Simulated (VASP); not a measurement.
# Ga2O3 (C2/m) in VASP: notebook

Ga2O3 is run at these levels: LDA, r2SCAN+D3(BJ), revPBE+D3(BJ), BLYP, PBE; tasks: single point.

All numbers are computed with VASP 6.6.1; they aren't measurements. Logs are shortened: lines on timing, memory, paths and dates and some standing lists are left out, and cuts for length are marked.

### Step 1. The cell of the first run

It takes space group C2/m (No. 12, monoclinic). Conventional cell: a = 12.454 Å, b = 3.097 Å, c = 5.912 Å, α = 90.00°, β = 103.83°, γ = 90.00°. Ga (site symmetry m) has 6 O at 1.97 to 2.11 Å within 2.6 Å. Ga (site symmetry m) has 4 O at 1.87 to 1.90 Å within 2.5 Å. O (site symmetry m) has 3 Ga at 1.87 to 1.97 Å within 2.5 Å. O (site symmetry m) has 4 Ga at 1.90 to 2.11 Å within 2.5 Å. O (site symmetry m) has 3 Ga at 1.87 to 1.98 Å within 2.5 Å.

### Step 2. Single point, LDA

The input, INCAR:

```
PREC = Accurate ; ENCUT = 520
EDIFF = 1E-6 ; ISMEAR = -1
SIGMA = 0.05 ; LREAL = False
LASPH = True ; NELM = 80
ALGO = Normal ; ISIF = 2
LWAVE = False ; LCHARG = False
NBANDS = 55
```

The input, KPOINTS:

```
Automatic mesh
0
Gamma
  9 9 5
```

The input, POSCAR:

```
Ga2O3
1.0
    6.2267755065     -1.5483330515      0.0000000000
    6.2267755065      1.5483330515      0.0000000000
   -1.4131720500      0.0000000000      5.7404290996
Ga O
4 6
Direct
    0.3413400000      0.3413400000      0.6859800000
    0.6586600000      0.6586600000      0.3140200000
    0.9095000000      0.9095000000      0.2054000000
    0.0905000000      0.0905000000      0.7946000000
    0.5041000000      0.5041000000      0.7434000000
    0.4959000000      0.4959000000      0.2566000000
    0.8267000000      0.8267000000      0.4368000000
    0.1733000000      0.1733000000      0.5632000000
    0.8355000000      0.8355000000      0.8902000000
    0.1645000000      0.1645000000      0.1098000000
```

Potentials or basis: VASP PAW LDA potentials, release 64 (Ga_d, O).

Started as:

```
$ cat potpaw_LDA.64/Ga_d/POTCAR potpaw_LDA.64/O/POTCAR > POTCAR
$ mpirun -np 1 vasp_std > vasp.out
```

OUTCAR:

```text
PREC = Accurate
   ENCUT = 520
   EDIFF = 1E-6
   ISMEAR = -1
   LREAL = False
   LASPH = True
   NELM = 80
   ISIF = 2

 ion  position               nearest neighbor table
   1  0.341  0.341  0.686-   5 1.97   9 1.98   9 1.98   8 2.04   7 2.11   7 2.11
   2  0.659  0.659  0.314-   6 1.97  10 1.98  10 1.98   7 2.04   8 2.11   8 2.11
   3  0.910  0.910  0.205-   6 1.87   6 1.87   9 1.87   7 1.90
   4  0.090  0.090  0.795-   5 1.87   5 1.87  10 1.87   8 1.90
   5  0.504  0.504  0.743-   4 1.87   4 1.87   1 1.97
   6  0.496  0.496  0.257-   3 1.87   3 1.87   2 1.97
   7  0.827  0.827  0.437-   3 1.90   2 2.04   1 2.11   1 2.11
   8  0.173  0.173  0.563-   4 1.90   1 2.04   2 2.11   2 2.11
   9  0.836  0.836  0.890-   3 1.87   1 1.98   1 1.98
  10  0.164  0.164  0.110-   4 1.87   2 1.98   2 1.98

  LATTYP: Found a base centered monoclinic cell.
 ALAT       =    12.4535510130
 B/A-ratio  =     0.2486572785
 C/A-ratio  =     0.4747093499
 COS(beta)  =    -0.2390419096

  Lattice vectors:

 A1 = (   6.2267755065,  -1.5483330515,   0.0000000000)
 A2 = (   6.2267755065,   1.5483330515,   0.0000000000)
 A3 = (  -1.4131720500,   0.0000000000,   5.7404290996)

Analysis of symmetry for initial positions (statically):
=====================================================================
 Subroutine PRICEL returns:
 Original cell was already a primitive cell.

 Routine SETGRP: Setting up the symmetry group for a
 base centered monoclinic supercell.

 Subroutine GETGRP returns: Found  4 space group operations
 (whereof  4 operations were pure point group operations)
 out of a pool of  4 trial point group operations.

The static configuration has the point symmetry C_2h.

Analysis of symmetry for dynamics (positions and initial velocities):
=====================================================================
 Subroutine PRICEL returns:
 Original cell was already a primitive cell.

 Routine SETGRP: Setting up the symmetry group for a
 base centered monoclinic supercell.

 Subroutine GETGRP returns: Found  4 space group operations
 (whereof  4 operations were pure point group operations)
 out of a pool of  4 trial point group operations.

The dynamic configuration has the point symmetry C_2h.

 Subroutine INISYM returns: Found  4 space group operations
 (whereof  4 operations are pure point group operations),
 and found     1 'primitive' translations

----------------------------------------------------------------------------------------

                                     Primitive cell

  volume of cell :     110.6884

  direct lattice vectors                    reciprocal lattice vectors
     6.226775507 -1.548333052  0.000000000     0.080298382 -0.322927938  0.019767761
     6.226775507  1.548333052  0.000000000     0.080298382  0.322927938  0.019767761
    -1.413172050  0.000000000  5.740429100     0.000000000  0.000000000  0.174203005

  length of vectors
     6.416390609  6.416390609  5.911817106     0.333348238  0.333348238  0.174203005

  position of ions in fractional coordinates (direct lattice)
     0.341340000  0.341340000  0.685980000
     0.658660000  0.658660000  0.314020000
     0.909500000  0.909500000  0.205400000
     0.090500000  0.090500000  0.794600000
     0.504100000  0.504100000  0.743400000
     0.495900000  0.495900000  0.256600000
     0.826700000  0.826700000  0.436800000
     0.173300000  0.173300000  0.563200000
     0.835500000  0.835500000  0.890200000
     0.164500000  0.164500000  0.109800000

  ion indices of the primitive-cell ions
   primitive index   ion index
                 1           1
                 2           2
                 3           3
                 4           4
                 5           5
                 6           6
                 7           7
                 8           8
                 9           9
                10          10

----------------------------------------------------------------------------------------

 KPOINTS: Automatic mesh

Automatic generation of k-mesh.
 Grid dimensions read from file:
 generate k-points for:    9    9    5

 Generating k-lattice:

  Cartesian coordinates                     Fractional coordinates (reciprocal lattice)
     0.008922042 -0.035880882  0.002196418     0.111111111 -0.000000000  0.000000000
     0.008922042  0.035880882  0.002196418    -0.000000000  0.111111111  0.000000000
     0.000000000  0.000000000  0.034840601     0.000000000  0.000000000  0.200000000

  Length of vectors
     0.037038693  0.037038693  0.034840601

  Shift w.r.t. Gamma in fractional coordinates (k-lattice)
     0.000000000  0.000000000  0.000000000

 Subroutine IBZKPT returns following result:
 ===========================================

 Found    115 irreducible k-points:

 Following reciprocal coordinates:
            Coordinates               Weight
  0.000000  0.000000  0.000000      1.000000
  0.111111 -0.000000  0.000000      4.000000
  0.222222 -0.000000  0.000000      4.000000
  0.333333  0.000000  0.000000      4.000000
  0.444444 -0.000000  0.000000      4.000000
  0.111111  0.111111  0.000000      2.000000
[... 16 lines left out ...]
 -0.333333  0.333333  0.000000      2.000000
  0.444444  0.444444  0.000000      2.000000
 [... further k-points ...]
   k-points           NKPTS =    115   k-points in BZ     NKDIM =    115   number of bands    NBANDS=     55
   number of dos      NEDOS =    301   number of ions     NIONS =     10
   total plane-waves  NPLWV = 110592
   dimension x,y,z NGX =    48 NGY =   48 NGZ =   48
   dimension x,y,z NGXF=    96 NGYF=   96 NGZF=   96
   ions per type =               4   6
   NGX,Y,Z   is equivalent  to a cutoff of  12.44, 12.44, 13.50 a.u.
   NGXF,Y,Z  is equivalent  to a cutoff of  24.87, 24.87, 27.00 a.u.
 SYSTEM =  unknown system
   PREC   = accura    normal or accurate (medium, high low for compatibility)
   ISTART =      0    job   : 0-new  1-cont  2-samecut
   ICHARG =      2    charge: 1-file 2-atom 10-const
   ISPIN  =      1    spin polarized calculation?
   LNONCOLLINEAR =      F non collinear calculations
   LSORBIT =      F    spin-orbit coupling
   LASPH  =      T    aspherical Exc in radial PAW
   ENCUT  =  520.0 eV  38.22 Ry    6.18 a.u.  11.93 11.93 10.99*2*pi/ulx,y,z
   NELM   =     80;   NELMIN=  2; NELMDL= -5     # of ELM steps
   EDIFF  = 0.1E-05   stopping-criterion for ELM
   LREAL  =      F    real-space projection
   EDIFFG = 0.1E-04   stopping-criterion for IOM
   NSW    =      0    number of steps for IOM
   IBRION =     -1    ionic relax: 0-MD 1-quasi-New 2-CG
   NFREE  =      0    steps in history (QN), initial steepest desc. (CG)
   ISIF   =      2    stress and relaxation
   ISYM   =      2    0-nonsym 1-usesym 2-fastsym
   POTIM  = 0.5000    time-step for ionic-motion
   TEBEG  =    0.0;   TEEND  =   0.0 temperature during run
   PSTRESS=    0.0 pullay stress
   NELECT =      88.0000    total number of electrons
   NUPDOWN=      -1.0000    fix difference up-down
   EMIN   =  10.00;   EMAX   =-10.00  energy-range for DOS
   EFERMI =   0.00;   METHOD = LEGACY
   ISMEAR =    -1;   SIGMA  =   0.05  broadening in eV -4-tet -1-fermi 0-gaus
   EFERMI_NEDOS =   21; number of points for ismear=-14 and -15
   IALGO  =     38    algorithm
   IMIX   =      4    mixing-type and parameters
     AMIX     =   0.40;   BMIX     =  1.00
     AMIX_MAG =   1.60;   BMIX_MAG =  1.00
  volume/ion in A,a.u.               =      11.07        74.70
  Fermi-wavevector in a.u.,A,eV,Ry     =   1.516591  2.865941 31.294047  2.300048
  Thomas-Fermi vector in A             =   2.625960
   LORBIT       =      0    0 simple, 1 ext, 2 COOP (PROOUT), +10 PAW based schemes
   GGA     = CA    functional components
   LHFCALC =     F    Hartree Fock is set to
   AEXX    =    0.0000 exact exchange contribution
   IVDW    =     0    specifies the selected vdW correction
   LEPSILON=     F    determine dielectric tensor
   LRPA    =     F    only Hartree local field effects (RPA)
 non-spin polarized calculation
  energy-cutoff  :      520.00
  volume of cell :      110.69
 maximum number of plane-waves:      3003
   NGX = 23   NGY = 23   NGZ = 21

 number of electron      87.9999987 magnetization

 Free energy of the ion-electron system (eV)
  ---------------------------------------------------
  ext. energy  EPLUGINS =         0.00000000
  ---------------------------------------------------
  free energy    TOTEN  =       -67.92500524 eV

  energy without entropy =      -67.92500524  energy(sigma->0) =      -67.92500524

 E-fermi :   4.0698     XC(G=0): -11.8994

 val. band max:        3.0698478416   @ k =  -0.4444   0.4444   0.4000
 cond. band min:       4.8800052365   @ k =   0.0000   0.0000   0.0000
 fundamental gap:      1.8101573948
 Fermi energy:         4.0697759407

 k-point     1 :       0.0000    0.0000    0.0000
  band No.  band energies     occupation
      1     -15.2842      2.00000
      2     -14.2011      2.00000
      3     -14.1685      2.00000
      4     -14.0646      2.00000
      5     -13.6075      2.00000
      6     -13.5979      2.00000
[... 47 lines left out ...]
     54      14.6777      0.00000
     55      14.9474      0.00000

 k-point     2 :       0.1111   -0.0000    0.0000
  band No.  band energies     occupation
      1     -15.1931      2.00000
      2     -14.1752      2.00000
      3     -14.1630      2.00000
      4     -14.0013      2.00000
      5     -13.6130      2.00000
      6     -13.6010      2.00000
[... 47 lines left out ...]
     54      13.9634      0.00000
     55      14.2452      0.00000
[... 1216 lines left out ...]
     54      13.7117      0.00000
     55      13.8280      0.00000

 k-point    24 :       0.4444    0.4444    0.0000
  band No.  band energies     occupation
      1     -14.9816      2.00000
      2     -14.7603      2.00000
      3     -14.1798      2.00000
      4     -13.8286      2.00000
      5     -13.6133      2.00000
      6     -13.6003      2.00000
[... 47 lines left out ...]
     54      14.5211      0.00000
     55      14.7784      0.00000

 [... further k-points ...]

------------------------ aborting loop because EDIFF is reached ----------------------------------------

  FORCE on cell =-STRESS in cart. coord.  units (eV):
  Direction    XX          YY          ZZ          XY          YZ          ZX
  --------------------------------------------------------------------------------------
  -------------------------------------------------------------------------------------
  Total       -8.2864057     -9.2379085     -9.0236130      0.0000000      0.0000000     -0.1007657
  in kB     -119.9429788   -133.7156658   -130.6138094      0.0000000      0.0000000     -1.4585505
  external PRESSURE =    -128.0908180 kB  Pullay stress =       0.0000000 kB

 VOLUME and BASIS-vectors are now :
 -----------------------------------------------------------------------------
  energy-cutoff  :      520.00
  volume of cell :      110.69
      direct lattice vectors                 reciprocal lattice vectors
     6.226775507 -1.548333052  0.000000000     0.080298382 -0.322927938  0.019767761
     6.226775507  1.548333052  0.000000000     0.080298382  0.322927938  0.019767761
    -1.413172050  0.000000000  5.740429100     0.000000000  0.000000000  0.174203005

 POSITION                                       TOTAL-FORCE (eV/Angst)
 -----------------------------------------------------------------------------------
      3.28149      0.00000      3.93782         0.008522      0.000000      0.062270
      7.75889      0.00000      1.80261        -0.008522      0.000000     -0.062270
     11.03624      0.00000      1.17908         0.112238      0.000000     -0.072378
      0.00414      0.00000      4.56134        -0.112238      0.000000      0.072378
      5.22728      0.00000      4.26743         0.150540      0.000000      0.091672
      5.81310      0.00000      1.47299        -0.150540      0.000000     -0.091672
      9.67808      0.00000      2.50742        -0.095752      0.000000     -0.021528
      1.36230      0.00000      3.23301         0.095752      0.000000      0.021528
      9.14694      0.00000      5.11013         0.303120      0.000000      0.027756
      1.89344      0.00000      0.63030        -0.303120      0.000000     -0.027756
 -----------------------------------------------------------------------------------
    total drift:                                0.000000      0.000000      0.000000

  FREE ENERGIE OF THE ION-ELECTRON SYSTEM (eV)
  ---------------------------------------------------
  free  energy   TOTEN  =       -67.9250052434 eV

  energy  without entropy=      -67.9250052424  energy(sigma->0) =      -67.92500524
```

Run time: 23 min. Hardware: 1 thread of Oxide Virtual Turin-like, shared host; peak memory 0.57 GiB.

Results:

```
Free energy            : -67.9250 eV
Pressure               : -12.8 GPa
Largest force          : 0.304 eV/Å
Band gap on the k mesh : 1.81 eV (least direct gap 1.84 eV)
```

Forces in eV/Å, atoms in the order of the input:
```
Ga   0.009  0.000  0.062
Ga  -0.009  0.000 -0.062
Ga   0.112  0.000 -0.072
Ga  -0.112  0.000  0.072
O    0.151  0.000  0.092
O   -0.151  0.000 -0.092
O   -0.096  0.000 -0.022
O    0.096  0.000  0.022
O    0.303  0.000  0.028
O   -0.303  0.000 -0.028
```

Stress tensor (GPa, compression positive):
```
-11.99   0.00  -0.15
  0.00 -13.37   0.00
 -0.15   0.00 -13.06
```

Caveat: the cell stands under tension; an odd mesh through Γ misses points on the zone boundary, where band edges can lie.

### Step 3. Single point, r2SCAN+D3(BJ)

This run uses another cell than the first one, of 10.44 Å³/atom.

The input, POSCAR:

```
Ga2O3
1.0
    6.1125204810     -1.5170649376      0.0020146956
    6.1125204810      1.5170649376      0.0020146956
   -1.3853844373      0.0000000000      5.6312774302
Ga O
4 6
Direct
    0.3411704842      0.3411704842      0.6856216946
    0.6588295158      0.6588295158      0.3143783054
    0.9093033163      0.9093033163      0.2050462958
    0.0906966837      0.0906966837      0.7949537042
    0.5036796733      0.5036796733      0.7441290433
    0.4963203267      0.4963203267      0.2558709567
    0.8268362702      0.8268362702      0.4369670503
    0.1731637298      0.1731637298      0.5630329497
    0.8351429292      0.8351429292      0.8908712060
    0.1648570708      0.1648570708      0.1091287940
```

The input, INCAR.step1:

```
SYSTEM = Ga2O3
ALGO = Normal
EDIFF = 1E-4
ENCUT = 520
GGA = PE
ISMEAR = -1
LASPH = .True.
LCHARG = .False.
LREAL = .False.
LWAVE = .True.
NBANDS = 55
NELM = 100
PREC = Accurate
SIGMA = 0.05
```

The input, INCAR.step2:

```
SYSTEM = Ga2O3
ALGO = Normal
EDIFF = 1E-6
ENCUT = 520
ISIF = 2
ISMEAR = -1
ISTART = 1
IVDW = 12
LASPH = .True.
LCHARG = .True.
LELF = .True.
LMIXTAU = .True.
LREAL = .False.
LVHAR = .True.
LWAVE = .False.
METAGGA = R2SCAN
NBANDS = 55
NELM = 100
PREC = Accurate
SIGMA = 0.05
VDW_A1 = 0.49484001
VDW_A2 = 5.73083694
VDW_S6 = 1.0
VDW_S8 = 0.78981345
```

The input, KPOINTS:

```
k-points
0
Gamma
  9 9 5
  0 0 0
```

Potentials or basis: VASP PAW PBE potentials, release 64 (Ga_d, O).

Started as:

```
$ cat potpaw_PBE.64/Ga_d/POTCAR potpaw_PBE.64/O/POTCAR > POTCAR
$ cp INCAR.step1 INCAR
$ mpirun -np 1 vasp_std > vasp.out
$ cp INCAR.step2 INCAR
$ mpirun -np 1 vasp_std > vasp.out
```

It took 65 min on 1 thread of Oxide Virtual Turin-like, shared host; peak memory 0.64 GiB.

It converged, with:

- Free energy: -103.3761 eV
- Pressure: 1.4 GPa
- Largest force: 0.084 eV/Å
- Band gap on the k mesh: 3.06 eV (least direct gap 3.08 eV)
- Dispersion energy per atom: -0.094 eV

Forces in eV/Å, atoms in the order of the input:
```
Ga   0.011  0.000 -0.046
Ga  -0.011  0.000  0.046
Ga  -0.021  0.000  0.001
Ga   0.021  0.000 -0.001
O   -0.079  0.000 -0.029
O    0.079  0.000  0.029
O   -0.030  0.000  0.055
O    0.030  0.000 -0.055
O   -0.063  0.000 -0.034
O    0.063  0.000  0.034
```

Stress tensor (GPa, compression positive):
```
1.29 0.00 0.04
0.00 1.63 0.00
0.04 0.00 1.36
```

Levels at points of the mesh, in eV from the valence-band top:
```csv
k point,band 42,band 43,band 44,band 45,band 46,band 47
"(0.00, 0.00, 0.00)",-0.48,-0.27,-0.02,3.06,6.41,7.46
```

Caveat: three body term missing; the PAW data sets were made with another functional, which shifts forces and pressure a little; an odd mesh through Γ misses points on the zone boundary, where band edges can lie.

### Step 4. Single point, revPBE+D3(BJ)

The input, INCAR:

```
PREC     = Accurate       # precision mode
ENCUT    = 520            # plane-wave cutoff, eV
EDIFF    = 1E-6           # SCF threshold, eV
ISMEAR   = -1             # smearing method
SIGMA    = 0.05           # smearing width, eV
LREAL    = F              # projectors in reciprocal space
LASPH    = T              # aspherical terms in the spheres
NELM     = 80             # most SCF steps
ALGO     = Normal         # electronic algorithm
ISIF     = 2              # what is computed and relaxed
LWAVE    = F              # write WAVECAR
LCHARG   = F              # write CHGCAR
GGA      = RE             # functional
IVDW     = 12             # dispersion correction
NBANDS   = 55             # bands
```

The input, KPOINTS:

```
regular mesh
0
Gamma
  9 9 5
```

The input, POSCAR:

```
Ga2O3
1.0
    6.2267755065     -1.5483330515      0.0000000000
    6.2267755065      1.5483330515      0.0000000000
   -1.4131720500      0.0000000000      5.7404290996
Ga O
4 6
Direct
    0.3413400000      0.3413400000      0.6859800000
    0.6586600000      0.6586600000      0.3140200000
    0.9095000000      0.9095000000      0.2054000000
    0.0905000000      0.0905000000      0.7946000000
    0.5041000000      0.5041000000      0.7434000000
    0.4959000000      0.4959000000      0.2566000000
    0.8267000000      0.8267000000      0.4368000000
    0.1733000000      0.1733000000      0.5632000000
    0.8355000000      0.8355000000      0.8902000000
    0.1645000000      0.1645000000      0.1098000000
```

Started as:

```
$ cat potpaw_PBE.64/Ga_d/POTCAR potpaw_PBE.64/O/POTCAR > POTCAR
$ mpirun -np 1 vasp_std > vasp.out
```

Wall time 37 min (1 thread of Oxide Virtual Turin-like, shared host); peak memory 0.64 GiB.

The run converged. Its results:

```yaml
Free_energy: -59.9329 eV
Pressure: -3.7 GPa
Largest_force: 0.122 eV/Å
Band_gap_on_the_k_mesh: 1.98 eV (least direct gap 2.01 eV)
Dispersion_energy_per_atom: -0.368 eV
```

Forces in eV/Å, atoms in the order of the input:
```
Ga   0.022  0.000  0.060
Ga  -0.022  0.000 -0.060
Ga   0.034  0.000 -0.095
Ga  -0.034  0.000  0.095
O    0.071  0.000  0.032
O   -0.071  0.000 -0.032
O    0.017  0.000 -0.051
O   -0.017  0.000  0.051
O    0.012  0.000  0.121
O   -0.012  0.000 -0.121
```

Stress tensor (GPa, compression positive):
```
-3.31  0.00  0.01
 0.00 -3.84  0.00
 0.01  0.00 -4.04
```

Levels at points of the mesh, in eV from the valence-band top:
```csv
k point,band 42,band 43,band 44,band 45,band 46,band 47
"(0.00, 0.00, 0.00)",-0.45,-0.28,-0.03,1.98,5.33,6.26
```

Caveat: the cell stands under tension; the PAW data sets were made with another functional, which shifts forces and pressure a little; an odd mesh through Γ misses points on the zone boundary, where band edges can lie.

(Part 1 of 2 ends here.)
